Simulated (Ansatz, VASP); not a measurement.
# AlCl2: VASP beside Ansatz

The input INCAR:

```
ALGO     = Normal         # electronic algorithm
EDIFF    = 1E-6           # SCF threshold, eV
ENCUT    = 520            # plane-wave cutoff, eV
GGA      = PE             # functional
ISIF     = 2              # what is computed and relaxed
ISMEAR   = -1             # smearing method
LASPH    = True           # aspherical terms in the spheres
LCHARG   = False          # write CHGCAR
LREAL    = False          # projectors in reciprocal space
LWAVE    = False          # write WAVECAR
NBANDS   = 26             # bands
NELM     = 60             # most SCF steps
PREC     = Accurate       # precision mode
SIGMA    = 0.1            # smearing width, eV
```

KPOINTS

```
k-points
0
Gamma
  7 7 7
```

POSCAR

```
AlCl2
1.0
    0.0000000000      0.0000000000      5.4225530000
    5.4479880000      0.0000000000      0.0000000000
    2.7239940000      5.0894520000     -2.7112760000
Cl Al
4 2
Direct
    0.1150100000      0.0991900000      0.2300200000
    0.8849900000      0.9008100000      0.7699800000
    0.3849900000      0.3292100000      0.7699800000
    0.6150100000      0.6707900000      0.2300200000
    0.2500000000      0.0000000000      0.0000000000
    0.7500000000      0.0000000000      0.0000000000
```

Input for Ansatz:

```yaml
crystal:
  lattice:
    - [0.0, 0.0, 5.422553]
    - [5.447988, 0.0, 0.0]
    - [2.723994, 5.089452, -2.711276]
  atoms:
    - { symbol: Cl, position: [0.11501, 0.09919, 0.23002] }
    - { symbol: Cl, position: [0.88499, 0.90081, 0.76998] }
    - { symbol: Cl, position: [0.38499, 0.32921, 0.76998] }
    - { symbol: Cl, position: [0.61501, 0.67079, 0.23002] }
    - { symbol: Al, position: [0.25, 0.0, 0.0] }
    - { symbol: Al, position: [0.75, 0.0, 0.0] }
  symmetry: { tolerance: 0.0003 }
kpoints:
  mp_grid: { grid: [7, 7, 7], shift: [0, 0, 0] }
  band_path:
    path:
      - [0.0, 0.0, 0.0]
      - [0.5, 0.5, 0.0]
      - [0.5, 0.5, 0.25]
      - [0.5, 0.0, 0.0]
      - [0.0, 0.0, 0.0]
      - [0.0, 0.5, 0.5]
      - [0.5, 0.5, 0.25]
    npoints: 8
magnetization:
  spin_polarized: false
scf:
  occupations: { method: fermi_dirac }
  lower_state_search: "off"
  max_iter: 200
hamiltonian:
  pseudopotentials: { kind: paw }
  xc: pbe
basis:
  ecutwfc: 420
  fft_grid_basis: typed
output:
  forces: true
  stress: true
  eigenvalues: true
  bader: true
  populations: true
  elf: true
  write_potential: true
  volumetric_format: npy
  dos:
    e_range: [-12, 8]
    de: 0.05
    projected: { site_lists: { Al: [Al], Cl: [Cl] } }
checkpoint:
  read: saved_state
```

Alike in both runs: task single point; functional PBE; k mesh 7 × 7 × 7; no spin polarisation.

|  | VASP | Ansatz |
| --- | --- | --- |
| version | VASP 6.6.1 | Ansatz 0.2.0 |
| potentials or method | VASP PAW PBE potentials, release 64 (Cl, Al), cutoff 520 eV | PAW plane waves |
| occupations | fermi-dirac, width 0.1 eV | fermi-dirac |
| valence electrons in the cell | 34 | 34 |

```csv
,VASP,Ansatz,Ansatz less VASP
pressure (GPa),12.9,13.1,+0.11
"traceless stress, the component that is largest in VASP (GPa)",4.47,4.49,+0.026
rms of the force components (eV/Å),1.365,1.375,+0.0108
```

Atom by atom the forces differ by 0.011 eV/Å (rms over components).
